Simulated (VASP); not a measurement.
# Si7C (Cm) in VASP: a series of runs

Runs on Si7C. Level: PBEsol. Tasks: relaxation of cell and atoms, single point.

Program: VASP 6.6.1. These are calculated values, not measurements. Logs are shortened: lines on timing, memory, paths and dates and some standing lists are left out, and cuts for length are marked.

## Step 1: The cell of the first run

It takes space group Cm (No. 8, monoclinic). Conventional cell: a = 12.190 Å, b = 3.676 Å, c = 6.366 Å, α = 90.00°, β = 100.02°, γ = 90.00°. Within 3.0 Å of C (site symmetry m) lie 4 Si at 2.25 Å. Within 3.0 Å of Si (site symmetry m) lie 4 Si at 2.25 Å. Within 3.0 Å of Si (site symmetry m) lie 4 Si at 2.25 Å. Si (site symmetry m) has 4 Si at 2.25 Å within 3.0 Å. Si (site symmetry m) has 3 Si at 2.25 Å and 1 C at 2.25 Å within 3.0 Å. Si (site symmetry m) has 1 C at 2.25 Å and 3 Si at 2.25 Å within 3.0 Å. Si (site symmetry m) has 2 C at 2.25 Å and 2 Si at 2.25 Å within 3.0 Å. Si (site symmetry m) has 4 Si at 2.25 Å within 3.0 Å.

## Step 2: Relaxation of cell and atoms, PBEsol

The input, INCAR:

```
SYSTEM = Si7C
PREC = Accurate
ENCUT = 600
EDIFF = 1E-7
ISMEAR = 0
SIGMA = 0.1
LREAL = .False.
LASPH = .True.
NELM = 120
ALGO = Normal
ISIF = 3
LWAVE = .False.
LCHARG = .False.
GGA = PS
IBRION = 2
NSW = 100
EDIFFG = -0.05
GGA_COMPAT = .False.
NELMIN = 4
```

The input, KPOINTS:

```
Automatic mesh
0
Gamma
  6 6 4
  0 0 0
```

The input, POSCAR:

```
Si7C
1.0
    0.0000000000     -2.5990000000     -2.5990000000
    2.5990000000      5.1980000000     -2.5990000000
    5.1980000000     -2.5990000000      2.5990000000
C Si
1 7
Direct
    0.7500000000      0.5000000000      0.2500000000
    0.5000000000      0.0000000000      0.5000000000
    0.2500000000      0.5000000000      0.7500000000
    0.0000000000      0.0000000000      0.0000000000
    0.8125000000      0.6250000000      0.9375000000
    0.5625000000      0.1250000000      0.1875000000
    0.3125000000      0.6250000000      0.4375000000
    0.0625000000      0.1250000000      0.6875000000
```

Potentials or basis: VASP PAW PBE potentials, release 64 (C, Si).

Run with:

```
> cat potpaw_PBE.64/C/POTCAR potpaw_PBE.64/Si/POTCAR > POTCAR
> mpirun -np 1 vasp_std > vasp.out
```

OUTCAR:

```text
SYSTEM = Si7C
   PREC = Accurate
   ENCUT = 600
   EDIFF = 1E-7
   ISMEAR = 0
   LREAL = .False.
   LASPH = .True.
   NELM = 120
   ISIF = 3
   GGA = PS
   IBRION = 2
   NSW = 100
   EDIFFG = -0.05
   NELMIN = 4

 ion  position               nearest neighbor table
   1  0.750  0.500  0.250-   7 2.25   5 2.25   6 2.25   7 2.25
   2  0.500  0.000  0.500-   8 2.25   6 2.25   7 2.25   8 2.25
   3  0.250  0.500  0.750-   5 2.25   5 2.25   7 2.25   8 2.25
   4  0.000  0.000  0.000-   6 2.25   5 2.25   6 2.25   8 2.25
   5  0.812  0.625  0.938-   1 2.25   3 2.25   4 2.25   3 2.25
   6  0.562  0.125  0.188-   1 2.25   2 2.25   4 2.25   4 2.25
   7  0.312  0.625  0.438-   1 2.25   2 2.25   3 2.25   1 2.25
   8  0.062  0.125  0.688-   2 2.25   3 2.25   4 2.25   2 2.25

  LATTYP: Found a base centered monoclinic cell.
 ALAT       =    12.1903905598
 B/A-ratio  =     0.3015113446
 C/A-ratio  =     0.5222329679
 COS(beta)  =    -0.1740776560

  Lattice vectors:

 A1 = (   2.5990000000,   2.5990000000,  -5.1980000000)
 A2 = (   2.5990000000,   5.1980000000,  -2.5990000000)
 A3 = (   5.1980000000,  -2.5990000000,   2.5990000000)

Analysis of symmetry for initial positions (statically):
=====================================================================
 Subroutine PRICEL returns:
 Original cell was already a primitive cell.

 Routine SETGRP: Setting up the symmetry group for a
 base centered monoclinic supercell.

 Subroutine GETGRP returns: Found  2 space group operations
 (whereof  2 operations were pure point group operations)
 out of a pool of  4 trial point group operations.

The static configuration has the point symmetry C_1h.

Analysis of symmetry for dynamics (positions and initial velocities):
=====================================================================
 Subroutine PRICEL returns:
 Original cell was already a primitive cell.

 Routine SETGRP: Setting up the symmetry group for a
 base centered monoclinic supercell.

 Subroutine GETGRP returns: Found  2 space group operations
 (whereof  2 operations were pure point group operations)
 out of a pool of  4 trial point group operations.

The dynamic configuration has the point symmetry C_1h.

 Subroutine INISYM returns: Found  2 space group operations
 (whereof  2 operations are pure point group operations),
 and found     1 'primitive' translations

----------------------------------------------------------------------------------------

                                     Primitive cell

  volume of cell :     140.4458

  direct lattice vectors                    reciprocal lattice vectors
     0.000000000 -2.599000000 -2.599000000     0.048095421 -0.144286264 -0.240477107
     2.599000000  5.198000000 -2.599000000     0.096190843  0.096190843 -0.096190843
     5.198000000 -2.599000000  2.599000000     0.144286264 -0.048095421  0.048095421

  length of vectors
     3.675541049  6.366223841  6.366223841     0.284536350  0.166607427  0.159514467

  position of ions in fractional coordinates (direct lattice)
     0.750000000  0.500000000  0.250000000
     0.500000000  0.000000000  0.500000000
     0.250000000  0.500000000  0.750000000
     0.000000000  0.000000000  0.000000000
     0.812500000  0.625000000  0.937500000
     0.562500000  0.125000000  0.187500000
     0.312500000  0.625000000  0.437500000
     0.062500000  0.125000000  0.687500000

  ion indices of the primitive-cell ions
   primitive index   ion index
                 1           1
                 2           2
                 3           3
                 4           4
                 5           5
                 6           6
                 7           7
                 8           8

----------------------------------------------------------------------------------------

 KPOINTS: Automatic mesh

Automatic generation of k-mesh.
 Grid dimensions read from file:
 generate k-points for:    6    6    4

 Generating k-lattice:

  Cartesian coordinates                     Fractional coordinates (reciprocal lattice)
     0.008015904 -0.024047711 -0.040079518     0.166666667 -0.000000000  0.000000000
     0.016031807  0.016031807 -0.016031807     0.000000000  0.166666667  0.000000000
     0.036071566 -0.012023855  0.012023855     0.000000000  0.000000000  0.250000000

  Length of vectors
     0.047422725  0.027767904  0.039878617

  Shift w.r.t. Gamma in fractional coordinates (k-lattice)
     0.000000000  0.000000000  0.000000000

 Subroutine IBZKPT returns following result:
 ===========================================

 Found     47 irreducible k-points:

 Following reciprocal coordinates:
            Coordinates               Weight
  0.000000  0.000000  0.000000      1.000000
  0.166667 -0.000000  0.000000      4.000000
  0.333333  0.000000  0.000000      4.000000
  0.500000  0.000000  0.000000      2.000000
  0.000000  0.166667  0.000000      2.000000
  0.166667  0.166667  0.000000      4.000000
[... 16 lines left out ...]
  0.500000  0.166667  0.250000      4.000000
 -0.333333  0.166667  0.250000      4.000000
 [... further k-points ...]
   k-points           NKPTS =     47   k-points in BZ     NKDIM =     47   number of bands    NBANDS=     21
   number of dos      NEDOS =    301   number of ions     NIONS =      8
   total plane-waves  NPLWV =  87480
   dimension x,y,z NGX =    30 NGY =   54 NGZ =   54
   dimension x,y,z NGXF=    60 NGYF=  108 NGZF=  108
   ions per type =               1   7
   NGX,Y,Z   is equivalent  to a cutoff of  13.57, 14.10, 14.10 a.u.
   NGXF,Y,Z  is equivalent  to a cutoff of  27.14, 28.20, 28.20 a.u.
 SYSTEM =  Si7C
   PREC   = accura    normal or accurate (medium, high low for compatibility)
   ISTART =      0    job   : 0-new  1-cont  2-samecut
   ICHARG =      2    charge: 1-file 2-atom 10-const
   ISPIN  =      1    spin polarized calculation?
   LNONCOLLINEAR =      F non collinear calculations
   LSORBIT =      F    spin-orbit coupling
   LASPH  =      T    aspherical Exc in radial PAW
   ENCUT  =  600.0 eV  44.10 Ry    6.64 a.u.   7.34 12.71 12.71*2*pi/ulx,y,z
   NELM   =    120;   NELMIN=  4; NELMDL= -5     # of ELM steps
   EDIFF  = 0.1E-06   stopping-criterion for ELM
   LREAL  =      F    real-space projection
   EDIFFG = -.5E-01   stopping-criterion for IOM
   NSW    =    100    number of steps for IOM
   IBRION =      2    ionic relax: 0-MD 1-quasi-New 2-CG
   NFREE  =      1    steps in history (QN), initial steepest desc. (CG)
   ISIF   =      3    stress and relaxation
   ISYM   =      2    0-nonsym 1-usesym 2-fastsym
   POTIM  = 0.5000    time-step for ionic-motion
   TEBEG  =    0.0;   TEEND  =   0.0 temperature during run
   PSTRESS=    0.0 pullay stress
   NELECT =      32.0000    total number of electrons
   NUPDOWN=      -1.0000    fix difference up-down
   EMIN   =  10.00;   EMAX   =-10.00  energy-range for DOS
   EFERMI =   0.00;   METHOD = LEGACY
   ISMEAR =     0;   SIGMA  =   0.10  broadening in eV -4-tet -1-fermi 0-gaus
   EFERMI_NEDOS =   21; number of points for ismear=-14 and -15
   IALGO  =     38    algorithm
   IMIX   =      4    mixing-type and parameters
     AMIX     =   0.40;   BMIX     =  1.00
     AMIX_MAG =   1.60;   BMIX_MAG =  1.00
  volume/ion in A,a.u.               =      17.56       118.47
  Fermi-wavevector in a.u.,A,eV,Ry     =   0.999897  1.889531 13.603020  0.999794
  Thomas-Fermi vector in A             =   2.132217
   LORBIT       =      0    0 simple, 1 ext, 2 COOP (PROOUT), +10 PAW based schemes
   GGA     = PS    functional components
   LHFCALC =     F    Hartree Fock is set to
   AEXX    =    0.0000 exact exchange contribution
   IVDW    =     0    specifies the selected vdW correction
   LEPSILON=     F    determine dielectric tensor
   LRPA    =     F    only Hartree local field effects (RPA)
 conjugate gradient relaxation of ions
 non-spin polarized calculation
 Gauss-broadening in eV      SIGMA  =   0.10
  energy-cutoff  :      600.00
  volume of cell :      140.45
 maximum number of plane-waves:      4725
 NGX is ok and might be reduce to    30
   NGX = 15   NGY = 25   NGZ = 25

--------------------------------------- Ionic step        1  -------------------------------------------

 number of electron      32.0000000 magnetization

 Free energy of the ion-electron system (eV)
  ---------------------------------------------------
  ext. energy  EPLUGINS =         0.00000000
  ---------------------------------------------------
  free energy    TOTEN  =       -46.85104176 eV

  energy without entropy =      -46.84961915  energy(sigma->0) =      -46.85033046

------------------------ aborting loop because EDIFF is reached ----------------------------------------

  FORCE on cell =-STRESS in cart. coord.  units (eV):
  Direction    XX          YY          ZZ          XY          YZ          ZX
  --------------------------------------------------------------------------------------
  -------------------------------------------------------------------------------------
  Total        2.3097084      2.8311368      2.8311368     -0.0091629      0.1048079      0.0091629
  in kB       26.3486834     32.2970319     32.2970319     -0.1045281      1.1956272      0.1045282
  external PRESSURE =      30.3142491 kB  Pullay stress =       0.0000000 kB
[... 107 lines left out ...]
  FREE ENERGIE OF THE ION-ELECTRON SYSTEM (eV)
  ---------------------------------------------------
  free  energy   TOTEN  =       -48.1554113588 eV

  energy  without entropy=      -48.1526486192  energy(sigma->0) =      -48.15402999

[... ionic steps 4 to 11 ...]

--------------------------------------- Ionic step       12  -------------------------------------------

 number of electron      32.0000000 magnetization

------------------------ aborting loop because EDIFF is reached ----------------------------------------
[... 37 lines left out ...]
--------------------------------------- Ionic step       13  -------------------------------------------

 number of electron      32.0000000 magnetization

 E-fermi :   6.7964     XC(G=0): -10.0079

 val. band max:        6.7387456692   @ k =   0.0000   0.5000   0.2500
 cond. band min:       6.8066529977   @ k =   0.0000  -0.1667   0.2500
 fundamental gap:      0.0679073286
 Fermi energy:         6.7963682799

 k-point     1 :       0.0000    0.0000    0.0000
  band No.  band energies     occupation
      1      -7.0885      2.00000
      2      -4.3916      2.00000
      3      -3.0630      2.00000
      4      -2.8207      2.00000
      5      -1.1681      2.00000
      6      -0.5048      2.00000
[... 608 lines left out ...]
--------------------------------------- Ionic step       14  -------------------------------------------

 number of electron      32.0000000 magnetization

 Free energy of the ion-electron system (eV)
  ---------------------------------------------------
  ext. energy  EPLUGINS =         0.00000000
  ---------------------------------------------------
  free energy    TOTEN  =       -48.68645253 eV

  energy without entropy =      -48.68146612  energy(sigma->0) =      -48.68395932

 E-fermi :   6.7671     XC(G=0):  -9.9983

 val. band max:        6.7161561086   @ k =   0.0000   0.5000   0.2500
 cond. band min:       6.7675325973   @ k =   0.0000  -0.1667   0.2500
 fundamental gap:      0.0513764887
 Fermi energy:         6.7671293293

 k-point     1 :       0.0000    0.0000    0.0000
  band No.  band energies     occupation
      1      -7.0898      2.00000
      2      -4.4040      2.00000
      3      -3.0808      2.00000
      4      -2.8363      2.00000
      5      -1.1787      2.00000
      6      -0.5184      2.00000
[... 602 lines left out ...]
  FREE ENERGIE OF THE ION-ELECTRON SYSTEM (eV)
  ---------------------------------------------------
  free  energy   TOTEN  =       -48.6864525257 eV

  energy  without entropy=      -48.6814661181  energy(sigma->0) =      -48.68395932

 reached required accuracy - stopping structural energy minimisation
```

Wall time 33 min (1 thread of Oxide Virtual Turin-like, shared host); peak memory 0.34 GiB.

What came out:

```
Free energy                           : -48.6865 eV
Relaxed volume                        : 17.21 Å³/atom
Relaxed cell                          : a = 3.634 Å, b = 6.338 Å, c = 6.340 Å, α = 99.76°, β = 90.00°, γ = 106.66°
Space group after relaxing (to 0.1 Å) : Cm (No. 8)
Energy gained by relaxing             : 229.4 meV/atom
Ionic steps                           : 14
Pressure after relaxing               : -0.1 GPa
Largest force after relaxing          : 0.030 eV/Å
Band gap on the k mesh                : zero (bands 16 and 17 overlap by 0.36 eV)
```

Forces in eV/Å, atoms in the order of the input:
```
C   -0.006  0.002 -0.002
Si   0.016  0.018 -0.018
Si  -0.011  0.006 -0.006
Si  -0.004  0.009 -0.009
Si   0.003 -0.013  0.013
Si  -0.013 -0.005  0.005
Si   0.020 -0.011  0.011
Si  -0.005 -0.006  0.006
```

The path:
```
step  energy change (eV)  largest force (eV/Å)  pressure (GPa)  volume (Å³)
   1              0.0000                3.9996            3.03       140.45
   2             -1.2323                1.5928           -5.15       147.31
   3             -1.3044                1.0398           -6.78       149.32
   4             -1.6830                1.0959            2.49       135.19
   5             -1.7320                1.0704           -0.24       138.46
   6             -1.8133                0.2824            0.27       137.39
   7             -1.8156                0.3327            0.40       137.17
   8             -1.8248                0.2100           -0.30       137.94
   9             -1.8249                0.2216           -0.38       138.03
  10             -1.8315                0.1762           -0.09       137.61
  11             -1.8324                0.1554            0.06       137.39
  12             -1.8349                0.0679            0.13       137.35
  13             -1.8349                0.0729            0.13       137.35
  14             -1.8354                0.0300           -0.11       137.67
```

Final structure:
```
CELL_PARAMETERS angstrom
0.00000 -2.56933 -2.56933
2.58134 5.17077 -2.60144
5.17144 -2.59366 2.59366
ATOMIC_POSITIONS crystal
C 0.75088 0.50177 0.24797
Si 0.49562 0.99123 0.47833
Si 0.24913 0.49826 0.75013
Si 0.00258 0.00517 0.01748
Si 0.80688 0.61377 0.97874
Si 0.59116 0.18231 0.19504
Si 0.30017 0.60034 0.39470
Si 0.05357 0.10714 0.68761
```

Caveat: semilocal functionals underestimate gaps, and a narrow one can read as zero; the PAW data sets were made with another functional, which shifts forces and pressure a little; the relaxation stopped at a loose force limit of 0.05 eV/Å, so its end isn't a converged minimum.

## Step 3: Single point, PBEsol

This run uses another cell than the first one, of 17.18 Å³/atom.

The input, INCAR:

```
SYSTEM = Si7C
PREC     = Accurate       ! precision mode
ENCUT    = 600            ! plane-wave cutoff, eV
EDIFF    = 1E-6           ! SCF threshold, eV
ISMEAR   = 0              ! smearing method
SIGMA    = 0.1            ! smearing width, eV
LREAL    = .False.        ! projectors in reciprocal space
LASPH    = .True.         ! aspherical terms in the spheres
NELM     = 120            ! most SCF steps
ALGO     = Normal         ! electronic algorithm
ISIF     = 2              ! what is computed and relaxed
LWAVE    = .False.        ! write WAVECAR
LCHARG   = .True.         ! write CHGCAR
GGA      = PS             ! functional
LELF     = .True.         ! ELF
LVHAR    = .True.       
NBANDS   = 26             ! bands
GGA_COMPAT= .False.
```

The input, KPOINTS:

```
Automatic mesh
0
Gamma
  10 10 6
  0 0 0
```

The input, POSCAR:

```
Si7C
1.0
    0.0000000000     -2.5650152160     -2.5650152160
    2.5813380155      5.1654335244     -2.6004183085
    5.1752457392     -2.5927981070      2.5927981070
C Si
1 7
Direct
    0.7508419274      0.5016838548      0.2483784963
    0.4960898038     -0.0078203924      0.4780318804
    0.2489459584      0.4978919169      0.7506469551
    0.0025523947      0.0051047894      0.0167312276
    0.8067078205      0.6134156410      0.9790671734
    0.5909223291      0.1818446582      0.1939997779
    0.3006446400      0.6012892800      0.3960467656
    0.0532951262      0.1065902524      0.6870977239
```

Potentials or basis: VASP PAW PBE potentials, release 64 (C, Si).

Run with:

```
> cat potpaw_PBE.64/C/POTCAR potpaw_PBE.64/Si/POTCAR > POTCAR
> mpirun -np 1 vasp_std > vasp.out
```

Wall time 21 min (1 thread of Oxide Virtual Turin-like, shared host); peak memory 0.64 GiB.

The run converged. Its results:

| Property | Result |
| --- | --- |
| Free energy | -48.7016 eV |
| Pressure | 0.1 GPa |
| Largest force | 0.008 eV/Å |
| Band gap on the k mesh | zero (bands 16 and 17 overlap by 0.41 eV) |

Forces on the atoms (eV/Å):
```
C    0.006 -0.002  0.002
Si  -0.001  0.002 -0.002
Si  -0.001  0.000  0.000
Si   0.000 -0.001  0.001
Si  -0.001  0.006 -0.006
Si  -0.002 -0.003  0.003
Si   0.000 -0.001  0.001
Si  -0.001 -0.001  0.001
```

Levels at points of the mesh, in eV from the Fermi level:
| k point | band 12 | band 13 | band 14 | band 15 | band 16 | band 17 | band 18 | band 19 | band 20 | band 21 |
| --- | --- | --- | --- | --- | --- | --- | --- | --- | --- | --- |
| (0.00, 0.00, 0.00) | -1.88 | -0.96 | -0.72 | -0.07 | 0.03 | 0.25 | 1.65 | 1.88 | 2.65 | 2.80 |
| (0.50, 0.00, 0.00) | -3.83 | -3.58 | -3.37 | -2.50 | -2.02 | 1.83 | 2.32 | 2.43 | 2.71 | 3.22 |
| (0.00, 0.50, 0.00) | -1.75 | -1.45 | -0.54 | -0.49 | -0.32 | -0.26 | 0.61 | 1.21 | 2.54 | 2.60 |
| (0.00, 0.00, 0.50) | -2.08 | -1.57 | -1.40 | -1.16 | -0.86 | 0.71 | 1.97 | 2.00 | 2.42 | 3.37 |
| (0.50, 0.00, 0.50) | -3.17 | -2.90 | -2.13 | -1.59 | -1.35 | 0.12 | 0.52 | 0.98 | 1.49 | 1.74 |
| (0.00, 0.50, 0.50) | -2.59 | -2.40 | -1.80 | -1.01 | -0.23 | 0.35 | 1.51 | 2.28 | 2.51 | 2.82 |

Caveat: semilocal functionals underestimate gaps, and a narrow one can read as zero; the PAW data sets were made with another functional, which shifts forces and pressure a little.

The gap in the log of VASP goes by the Fermi energy; the results here count the filled bands.